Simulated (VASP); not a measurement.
Write the native input for VASP 6.6.1 that does the following.

| Property | Result |
| --- | --- |
| Task | single point |
| Functional | PBEsol |
| Potentials or basis | VASP PAW PBE potentials, release 64 (Zr_sv, C) |
| Cutoff | 520 eV |
| k mesh | 8 × 8 × 5 |
| Occupations | fermi-dirac, width 0.15 eV |
| Spin | no spin polarisation |
| Dipole correction | no |
| Further INCAR settings | ALGO = Normal; EDIFF = 1e-07; NBANDS = 24 |

The structure of ZrC lies in POSCAR:

```
ZrC
1.0
    3.4361058022      0.0000000000      0.0000000000
   -1.7180529011      2.9757555508      0.0000000000
    0.0000000000      0.0000000000      5.3596669437
Zr C
2 2
Direct
    0.3333333333      0.6666666667      0.2500000000
    0.6666666667      0.3333333333      0.7500000000
    0.0000000000      0.0000000000      0.0000000000
    0.0000000000      0.0000000000      0.5000000000
```

The input as run:

INCAR

```
ALGO = Normal
EDIFF = 1E-7
ENCUT = 520
GGA = PS
ISIF = 2
ISMEAR = -1
LASPH = True
LCHARG = True
LELF = True
LREAL = False
LVHAR = True
LWAVE = False
NBANDS = 24
NELM = 60
PREC = Accurate
SIGMA = 0.15
```

KPOINTS

```
k-points
0
Gamma
  8 8 5
```

Potentials or basis: VASP PAW PBE potentials, release 64 (Zr_sv, C).

Run with:

```sh
$ cat potpaw_PBE.64/Zr_sv/POTCAR potpaw_PBE.64/C/POTCAR > POTCAR
$ mpirun -np 1 vasp_std > vasp.out
```

Results of the run:

The pressure is -14.7 GPa and the band gap on the k mesh is zero (band 16 reaches 10.09 eV, above the bottom of band 17 at 9.07 eV).

Caveat: the PAW data sets were made with another functional, which shifts forces and pressure a little.

Wall time 28 s on 1 thread of AMD EPYC 9R45 96-Core Processor (Zen 5), on a shared host, peak memory 0.16 GiB.
